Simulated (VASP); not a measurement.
PbS: single point with LDA

The system is PbS.

```
Pb S
1.0
     2.04292   -3.53849    0.00000
     2.04292    3.53849    0.00000
     0.00000    0.00000    7.46921
Pb S
2 2
Direct
  0.00000 0.00000 0.48292
  0.00000 0.00000 0.98292
  0.66667 0.33333 0.69628
  0.33333 0.66667 0.19628
```

* Program: VASP 6.6.1
* Task: single point
* Functional: LDA
* Potentials or basis: VASP PAW LDA potentials, release 64 (Pb_d, S)
* Cutoff: 520 eV
* k mesh: 12 × 12 × 4
* Occupations: gaussian, width 0.01 eV
* Spin: no spin polarisation
* Dipole correction: no
* Further INCAR settings: ALGO = Normal; EDIFF = 1e-06; NBANDS = 28

```
Pressure               : -2.5 GPa
Largest force          : 0.045 eV/Å
Band gap on the k mesh : 0.22 eV (least direct gap 0.91 eV)
```

Forces in eV/Å, atoms in the order of the input:
```
Pb   0.000  0.000  0.045
Pb   0.000  0.000  0.045
S    0.000  0.000 -0.045
S    0.000  0.000 -0.045
```

Stress tensor (GPa, compression positive):
```
-2.40  0.00  0.00
 0.00 -2.40  0.00
 0.00  0.00 -2.82
```

Levels at points of the mesh, in eV from the valence-band top:
```tsv
k point	band 16	band 17	band 18	band 19	band 20	band 21	band 22	band 23	band 24	band 25
(0.00, 0.00, 0.00)	-1.94	-1.94	-1.55	-1.55	-0.16	0.81	3.31	3.31	3.69	3.69
(0.50, 0.00, 0.00)	-4.25	-3.08	-1.85	-1.59	-0.94	0.22	2.16	2.56	3.77	4.20
(0.50, 0.50, 0.00)	-4.25	-3.08	-1.85	-1.58	-0.94	0.22	2.16	2.56	3.77	4.20
(0.00, 0.00, 0.50)	-1.74	-1.74	-1.74	-1.47	-1.47	2.51	2.51	3.39	3.39	3.39
(0.50, 0.00, 0.50)	-3.42	-2.59	-2.59	-2.57	-2.57	2.29	2.29	3.07	3.07	3.64
(0.50, 0.50, 0.50)	-3.42	-2.59	-2.59	-2.57	-2.57	2.29	2.29	3.07	3.07	3.64
```

It took 3.5 min on 1 thread of AMD EPYC 9R14 (Zen 4), on a shared host, peak memory 0.38 GiB.

Caveat: spin-orbit coupling is left out, which moves the levels of the heavy elements. A k mesh can miss the band edges.
